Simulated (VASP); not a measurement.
Runs of VASP 6.6.1 on Tl. The structure is that of space group I4/mmm (No. 139), or close to it. The cells are those of the table. 

| cell | gap on the mesh (eV) | pressure (GPa) |
| --- | --- | --- |
| a = 3.447, b = 3.447, c = 3.314 Å, angles 61.3, 61.3, 57.5°, 1 atom | none | -0.9 |
| a = 3.534, b = 3.534, c = 3.401 Å, angles 61.2, 61.2, 57.5°, 1 atom | none | -3.3 |
| a = 3.447, b = 3.447, c = 3.575 Å, angles 58.8, 58.8, 62.5°, 1 atom | none | -3.3 |
| a = 3.576, b = 3.576, c = 3.662 Å, angles 59.2, 59.2, 61.6°, 1 atom | none | (b) |
| a = 3.402, b = 3.402, c = 3.488 Å, angles 59.2, 59.2, 61.7°, 1 atom | none | -1.9 |
| a = 3.492, b = 3.492, c = 3.662 Å, angles 58.4, 58.4, 63.2°, 1 atom | none | -4.3 |
| a = 3.492, b = 3.492, c = 3.314 Å, angles 61.7, 61.7, 56.6°, 1 atom | none | (a) |
| a = 3.534, b = 3.534, c = 3.662 Å, angles 58.8, 58.8, 62.4°, 1 atom | none | -4.7 |

Alike in all rows: task single point; level LDA; potentials or basis VASP PAW LDA potentials, release 64 (Tl_d); no spin polarisation; k mesh 16 × 16 × 16; cutoff (eV) 520; smearing gaussian 0.15 eV.

Q: Estimate the missing entries.

A: (a) -1.8; (b) -5.1.

Caveats: spin-orbit coupling is left out, which moves the levels of the heavy elements.

A k mesh can miss the band edges, and the runs leave out spin-orbit coupling on Tl.

A gap of «none» marks levels without a gap at the run's occupations.
